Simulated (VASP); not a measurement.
# ZnAu (Pm-3m) in VASP: single point with PBE

Aim: the single point of ZnAu with PBE.

Everything below comes from runs of VASP 6.6.1. Logs are shortened: lines on timing, memory, paths and dates and some standing lists are left out, and cuts for length are marked.

**1. The cell of the first run**

The structure is cubic, space group Pm-3m (No. 221). The conventional cell has a = 3.147 Å, b = 3.147 Å, c = 3.147 Å, α = 90.00°, β = 90.00°, γ = 90.00°. Within 3.6 Å of Zn (site symmetry m-3m) lie 8 Au at 2.73 Å and 6 Zn at 3.15 Å. Au (site symmetry m-3m) has 8 Zn at 2.73 Å and 6 Au at 3.15 Å within 3.6 Å.

**2. Single point, PBE**

INCAR reads:

```
ALGO = Normal ; EDIFF = 1E-7
ENCUT = 520 ; GGA = PE
ISIF = 2 ; ISMEAR = 0
LASPH = True ; LCHARG = False
LREAL = False ; LWAVE = False
NBANDS = 18 ; NELM = 80
PREC = Accurate ; SIGMA = 0.15
```

KPOINTS reads:

```
k-points
0
Gamma
  16 16 16
```

POSCAR reads:

```
ZnAu
1.0
    3.1470000000      0.0000000000      0.0000000000
    0.0000000000      3.1470000000      0.0000000000
    0.0000000000      0.0000000000      3.1470000000
Zn Au
1 1
Direct
    0.5000000000      0.5000000000      0.5000000000
    0.0000000000      0.0000000000      0.0000000000
```

Potentials or basis: VASP PAW PBE potentials, release 64 (Zn, Au).

The run is started by

```sh
$ cat potpaw_PBE.64/Zn/POTCAR potpaw_PBE.64/Au/POTCAR > POTCAR
$ mpirun -np 1 vasp_std > vasp.out
```

OUTCAR:

```text
EDIFF = 1E-7
   ENCUT = 520
   GGA = PE
   ISIF = 2
   ISMEAR = 0
   LASPH = True
   LREAL = False
   NELM = 80
   PREC = Accurate

 ion  position               nearest neighbor table
   1  0.500  0.500  0.500-   2 2.73   2 2.73   2 2.73   2 2.73   2 2.73   2 2.73   2 2.73   2 2.73

   2  0.000  0.000  0.000-   1 2.73   1 2.73   1 2.73   1 2.73   1 2.73   1 2.73   1 2.73   1 2.73

  LATTYP: Found a simple cubic cell.
 ALAT       =     3.1470000000

  Lattice vectors:

 A1 = (   3.1470000000,   0.0000000000,   0.0000000000)
 A2 = (   0.0000000000,   3.1470000000,   0.0000000000)
 A3 = (   0.0000000000,   0.0000000000,   3.1470000000)

Analysis of symmetry for initial positions (statically):
=====================================================================
 Subroutine PRICEL returns:
 Original cell was already a primitive cell.

 Routine SETGRP: Setting up the symmetry group for a
 simple cubic supercell.

 Subroutine GETGRP returns: Found 48 space group operations
 (whereof 48 operations were pure point group operations)
 out of a pool of 48 trial point group operations.

The static configuration has the point symmetry O_h .

Analysis of symmetry for dynamics (positions and initial velocities):
=====================================================================
 Subroutine PRICEL returns:
 Original cell was already a primitive cell.

 Routine SETGRP: Setting up the symmetry group for a
 simple cubic supercell.

 Subroutine GETGRP returns: Found 48 space group operations
 (whereof 48 operations were pure point group operations)
 out of a pool of 48 trial point group operations.

The dynamic configuration has the point symmetry O_h .

 Subroutine INISYM returns: Found 48 space group operations
 (whereof 48 operations are pure point group operations),
 and found     1 'primitive' translations

----------------------------------------------------------------------------------------

                                     Primitive cell

  volume of cell :      31.1667

  direct lattice vectors                    reciprocal lattice vectors
     3.147000000  0.000000000  0.000000000     0.317762949  0.000000000  0.000000000
     0.000000000  3.147000000  0.000000000     0.000000000  0.317762949  0.000000000
     0.000000000  0.000000000  3.147000000     0.000000000  0.000000000  0.317762949

  length of vectors
     3.147000000  3.147000000  3.147000000     0.317762949  0.317762949  0.317762949

  position of ions in fractional coordinates (direct lattice)
     0.500000000  0.500000000  0.500000000
     0.000000000  0.000000000  0.000000000

  ion indices of the primitive-cell ions
   primitive index   ion index
                 1           1
                 2           2

----------------------------------------------------------------------------------------

 KPOINTS: k-points

Automatic generation of k-mesh.
 Grid dimensions read from file:
 generate k-points for:   16   16   16

 Generating k-lattice:

  Cartesian coordinates                     Fractional coordinates (reciprocal lattice)
     0.019860184  0.000000000  0.000000000     0.062500000  0.000000000  0.000000000
     0.000000000  0.019860184  0.000000000     0.000000000  0.062500000  0.000000000
     0.000000000  0.000000000  0.019860184     0.000000000  0.000000000  0.062500000

  Length of vectors
     0.019860184  0.019860184  0.019860184

  Shift w.r.t. Gamma in fractional coordinates (k-lattice)
     0.000000000  0.000000000  0.000000000

 Subroutine IBZKPT returns following result:
 ===========================================

 Found    165 irreducible k-points:

 Following reciprocal coordinates:
            Coordinates               Weight
  0.000000  0.000000  0.000000      1.000000
  0.062500  0.000000  0.000000      6.000000
  0.125000  0.000000  0.000000      6.000000
  0.187500  0.000000  0.000000      6.000000
  0.250000  0.000000  0.000000      6.000000
  0.312500  0.000000  0.000000      6.000000
[... 16 lines left out ...]
  0.437500  0.125000  0.000000     24.000000
  0.500000  0.125000  0.000000     12.000000
 [... further k-points ...]
   k-points           NKPTS =    165   k-points in BZ     NKDIM =    165   number of bands    NBANDS=     18
   number of dos      NEDOS =    301   number of ions     NIONS =      2
   total plane-waves  NPLWV =  13824
   dimension x,y,z NGX =    24 NGY =   24 NGZ =   24
   dimension x,y,z NGXF=    48 NGYF=   48 NGZF=   48
   ions per type =               1   1
   NGX,Y,Z   is equivalent  to a cutoff of  12.68, 12.68, 12.68 a.u.
   NGXF,Y,Z  is equivalent  to a cutoff of  25.36, 25.36, 25.36 a.u.
 SYSTEM =  unknown system
   PREC   = accura    normal or accurate (medium, high low for compatibility)
   ISTART =      0    job   : 0-new  1-cont  2-samecut
   ICHARG =      2    charge: 1-file 2-atom 10-const
   ISPIN  =      1    spin polarized calculation?
   LNONCOLLINEAR =      F non collinear calculations
   LSORBIT =      F    spin-orbit coupling
   LASPH  =      T    aspherical Exc in radial PAW
   ENCUT  =  520.0 eV  38.22 Ry    6.18 a.u.   5.85  5.85  5.85*2*pi/ulx,y,z
   NELM   =     80;   NELMIN=  2; NELMDL= -5     # of ELM steps
   EDIFF  = 0.1E-06   stopping-criterion for ELM
   LREAL  =      F    real-space projection
   EDIFFG = 0.1E-05   stopping-criterion for IOM
   NSW    =      0    number of steps for IOM
   IBRION =     -1    ionic relax: 0-MD 1-quasi-New 2-CG
   NFREE  =      0    steps in history (QN), initial steepest desc. (CG)
   ISIF   =      2    stress and relaxation
   ISYM   =      2    0-nonsym 1-usesym 2-fastsym
   POTIM  = 0.5000    time-step for ionic-motion
   TEBEG  =    0.0;   TEEND  =   0.0 temperature during run
   PSTRESS=    0.0 pullay stress
   NELECT =      23.0000    total number of electrons
   NUPDOWN=      -1.0000    fix difference up-down
   EMIN   =  10.00;   EMAX   =-10.00  energy-range for DOS
   EFERMI =   0.00;   METHOD = LEGACY
   ISMEAR =     0;   SIGMA  =   0.15  broadening in eV -4-tet -1-fermi 0-gaus
   EFERMI_NEDOS =   21; number of points for ismear=-14 and -15
   IALGO  =     38    algorithm
   IMIX   =      4    mixing-type and parameters
     AMIX     =   0.40;   BMIX     =  1.00
     AMIX_MAG =   1.60;   BMIX_MAG =  1.00
  volume/ion in A,a.u.               =      15.58       105.16
  Fermi-wavevector in a.u.,A,eV,Ry     =   1.479406  2.795672 29.778283  2.188642
  Thomas-Fermi vector in A             =   2.593568
   LORBIT       =      0    0 simple, 1 ext, 2 COOP (PROOUT), +10 PAW based schemes
   GGA     = PE    functional components
   LHFCALC =     F    Hartree Fock is set to
   AEXX    =    0.0000 exact exchange contribution
   IVDW    =     0    specifies the selected vdW correction
   LEPSILON=     F    determine dielectric tensor
   LRPA    =     F    only Hartree local field effects (RPA)
 non-spin polarized calculation
 Gauss-broadening in eV      SIGMA  =   0.15
  energy-cutoff  :      520.00
  volume of cell :       31.17
 maximum number of plane-waves:       862
 NGX is ok and might be reduce to    24
   NGX = 11   NGY = 11   NGZ = 11

 number of electron      23.0000000 magnetization

 Free energy of the ion-electron system (eV)
  ---------------------------------------------------
  ext. energy  EPLUGINS =         0.00000000
  ---------------------------------------------------
  free energy    TOTEN  =        -4.73521337 eV

  energy without entropy =       -4.73006705  energy(sigma->0) =       -4.73264021

 E-fermi :   7.0952     XC(G=0): -12.3785

 val. band max:        7.0789788243   @ k =   0.4375   0.3125   0.2500
 cond. band min:       7.1462995959   @ k =   0.3125   0.1250   0.1250
 fundamental gap:      0.0673207716
 Fermi energy:         7.0951831784

 k-point     1 :       0.0000    0.0000    0.0000
  band No.  band energies     occupation
      1      -3.5229      2.00000
      2      -1.0320      2.00000
      3      -1.0320      2.00000
      4      -0.3405      2.00000
      5      -0.3405      2.00000
      6      -0.3405      2.00000
[... 10 lines left out ...]
     17      19.2279      0.00000
     18      25.4019      0.00000

 k-point     2 :       0.0625    0.0000    0.0000
  band No.  band energies     occupation
      1      -3.4533      2.00000
      2      -1.0167      2.00000
      3      -1.0112      2.00000
      4      -0.3414      2.00000
      5      -0.3414      2.00000
      6      -0.3347      2.00000
[... 10 lines left out ...]
     17      19.5448      0.00000
     18      25.4009      0.00000

 k-point     3 :       0.1250    0.0000    0.0000
  band No.  band energies     occupation
      1      -3.2468      2.00000
      2      -0.9723      2.00000
      3      -0.9521      2.00000
      4      -0.3436      2.00000
      5      -0.3436      2.00000
      6      -0.3180      2.00000
[... 10 lines left out ...]
     17      20.5544      0.00000
     18      25.2689      0.00000

 k-point     4 :       0.1875    0.0000    0.0000
  band No.  band energies     occupation
      1      -2.9107      2.00000
      2      -0.9031      2.00000
      3      -0.8645      2.00000
      4      -0.3461      2.00000
      5      -0.3461      2.00000
      6      -0.2928      2.00000
[... 375 lines left out ...]
      4      -0.4094      2.00000
      5      -0.2512      2.00000
      6      -0.1907      2.00000
[... 10 lines left out ...]
     17      20.5736      0.00000
     18      20.9492      0.00000

 k-point    23 :       0.4375    0.1250    0.0000
  band No.  band energies     occupation
      1      -0.8826      2.00000
      2      -0.6470      2.00000
      3      -0.5084      2.00000
      4      -0.3991      2.00000
      5      -0.2640      2.00000
      6       0.0321      2.00000
[... 10 lines left out ...]
     17      19.6854      0.00000
     18      20.9079      0.00000

 k-point    24 :       0.5000    0.1250    0.0000
  band No.  band energies     occupation
      1      -0.7259      2.00000
      2      -0.6821      2.00000
      3      -0.5018      2.00000
      4      -0.3937      2.00000
      5      -0.2705      2.00000
      6       0.1988      2.00000
[... 10 lines left out ...]
     17      18.6836      0.00000
     18      21.3834      0.00000

 [... further k-points ...]
[... 5 lines left out ...]
  --------------------------------------------------------------------------------------
  -------------------------------------------------------------------------------------
  Total        0.9632648      0.9632648      0.9632648      0.0000000      0.0000000     -0.0000000
  in kB       49.5183365     49.5183365     49.5183365      0.0000000      0.0000000     -0.0000000
  external PRESSURE =      49.5183365 kB  Pullay stress =       0.0000000 kB

 VOLUME and BASIS-vectors are now :
 -----------------------------------------------------------------------------
  energy-cutoff  :      520.00
  volume of cell :       31.17
      direct lattice vectors                 reciprocal lattice vectors
     3.147000000  0.000000000  0.000000000     0.317762949  0.000000000  0.000000000
     0.000000000  3.147000000  0.000000000     0.000000000  0.317762949  0.000000000
     0.000000000  0.000000000  3.147000000     0.000000000  0.000000000  0.317762949

 POSITION                                       TOTAL-FORCE (eV/Angst)
 -----------------------------------------------------------------------------------
      1.57350      1.57350      1.57350         0.000000      0.000000      0.000000
      0.00000      0.00000      0.00000         0.000000      0.000000      0.000000
 -----------------------------------------------------------------------------------
    total drift:                                0.000000      0.000000     -0.000000

  FREE ENERGIE OF THE ION-ELECTRON SYSTEM (eV)
  ---------------------------------------------------
  free  energy   TOTEN  =        -4.7352133714 eV

  energy  without entropy=       -4.7300670498  energy(sigma->0) =       -4.73264021
```

It took 46 s on 1 thread of AMD EPYC 7R13 (Zen 3), shared host; peak memory 0.19 GiB.

What came out:

```yaml
Free_energy: -4.7352 eV
Pressure: 5.0 GPa
```

Caveat: spin-orbit coupling is left out, which moves the levels of the heavy elements.
